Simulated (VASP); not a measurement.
Wanted: the native input for a VASP 6.6.1 run.

- Task: relaxation of cell and atoms
- Functional: PBEsol
- Potentials or basis: VASP PAW PBE potentials, release 64 (Zn, Se)
- Cutoff: 600 eV
- k mesh: 8 × 8 × 8
- Occupations: gaussian, width 0.02 eV
- Spin: no spin polarisation
- Dipole correction: no
- Further INCAR settings: ALGO = Normal; EDIFF = 1e-07; IBRION = 2; EDIFFG = -0.005; NSW = 100; ISIF = 3

The structure of ZnSe lies in POSCAR:

```
ZnSe
1.0
    0.0000000000      2.8338000000      2.8338000000
    2.8338000000      0.0000000000      2.8338000000
    2.8338000000      2.8338000000      0.0000000000
Zn Se
1 1
Direct
    0.0000000000      0.0000000000      0.0000000000
    0.7500000000      0.7500000000      0.7500000000
```

The input as run:

INCAR

```
SYSTEM = ZnSe
ALGO     = Normal         ! electronic algorithm
EDIFF    = 1E-7           ! SCF threshold, eV
EDIFFG   = -0.005         ! ionic threshold
ENCUT    = 600            ! plane-wave cutoff, eV
GGA      = PS             ! functional
IBRION   = 2              ! ionic algorithm
ISIF     = 3              ! what is computed and relaxed
ISMEAR   = 0              ! smearing method
LASPH    = .TRUE.         ! aspherical terms in the spheres
LCHARG   = .FALSE.        ! write CHGCAR
LREAL    = .FALSE.        ! projectors in reciprocal space
LWAVE    = .FALSE.        ! write WAVECAR
NELM     = 60             ! most SCF steps
NSW      = 100            ! ionic steps
PREC     = Accurate       ! precision mode
SIGMA    = 0.02           ! smearing width, eV
```

KPOINTS

```
k-points
0
G
  8 8 8
  0 0 0
```

Potentials or basis: VASP PAW PBE potentials, release 64 (Zn, Se).

The run is started by

```sh
$ cat potpaw_PBE.64/Zn/POTCAR potpaw_PBE.64/Se/POTCAR > POTCAR
$ mpirun -np 1 vasp_std > vasp.out
```

Results of the run:

```yaml
Relaxed_volume: 22.43 Å³/atom
Relaxed_cell: a = 3.988 Å, b = 3.988 Å, c = 3.988 Å, α = 60.00°, β = 60.00°, γ = 60.00°
Space_group_after_relaxing_to_0.05_Å: F-43m (No. 216)
Energy_gained_by_relaxing: 0.9 meV/atom
Ionic_steps: 3
Pressure_after_relaxing: 0.0 GPa
Band_gap_on_the_k_mesh: 1.23 eV, direct
```

Caveat: the PAW data sets were made with another functional, which shifts forces and pressure a little.

It took 33 s on 1 thread of Intel(R) Xeon(R) Platinum 8488C (Sapphire Rapids), on a shared host, peak memory 0.2 GiB.
